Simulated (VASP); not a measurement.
Set up this calculation in VASP 6.6.1, as the native input.

```
Task                   : single point
Functional             : LDA
Potentials or basis    : VASP PAW LDA potentials, release 64 (Sn_d, O)
Cutoff                 : 520 eV
k mesh                 : 6 × 6 × 8
Occupations            : gaussian, width 0.02 eV
Spin                   : no spin polarisation
Dipole correction      : no
Further INCAR settings : ALGO = Normal; EDIFF = 1e-06; NBANDS = 35
```

The structure of SnO2 lies in POSCAR:

```
SnO2
1.0
    4.7684841904      0.0000000000      0.0000000000
    0.0000000000      4.7714889515      0.0000000000
    0.0000000000      0.0000000000      3.0624186269
Sn O
2 4
Direct
    0.5000000000      0.5000000000      0.5000000000
    0.0000000000      0.0000000000      0.0000000000
    0.3052178539      0.3052311476      0.0000000000
    0.8052178539      0.1947688524      0.5000000000
    0.1947821461      0.8052311476      0.5000000000
    0.6947821461      0.6947688524      0.0000000000
```

This cell differs from its parent crystal: uniaxial strain along c: -4.0 %.

The input as run:

INCAR

```
SYSTEM = SnO2
ALGO     = Normal         ! electronic algorithm
EDIFF    = 1E-6           ! SCF threshold, eV
ENCUT    = 520            ! plane-wave cutoff, eV
GGA      = CA             ! functional
ISIF     = 2              ! what is computed and relaxed
ISMEAR   = 0              ! smearing method
LASPH    = .True.         ! aspherical terms in the spheres
LCHARG   = .True.         ! write CHGCAR
LELF     = .True.         ! ELF
LREAL    = .False.        ! projectors in reciprocal space
LVHAR    = .True.       
LWAVE    = .False.        ! write WAVECAR
NBANDS   = 35             ! bands
NELM     = 60             ! most SCF steps
PREC     = Accurate       ! precision mode
SIGMA    = 0.02           ! smearing width, eV
```

KPOINTS

```
k-points
0
Gamma
  6 6 8
  0 0 0
```

Potentials or basis: VASP PAW LDA potentials, release 64 (Sn_d, O).

Command:

```bash
$ cat potpaw_LDA.64/Sn_d/POTCAR potpaw_LDA.64/O/POTCAR > POTCAR
$ mpirun -np 1 vasp_std > vasp.out
```

Results of the run:

The pressure is 8.3 GPa. The largest force is 0.229 eV/Å and the band gap on the k mesh is 1.58 eV.

Caveat: the cell differs from its parent crystal (uniaxial strain along c: -4.0 %); the cell stands under pressure; spin-orbit coupling is left out, which moves the levels of the heavy elements.

Run time: 71 s on 1 thread of Intel(R) Xeon(R) 6975P-C (Granite Rapids) (shared host), peak memory 0.25 GiB.
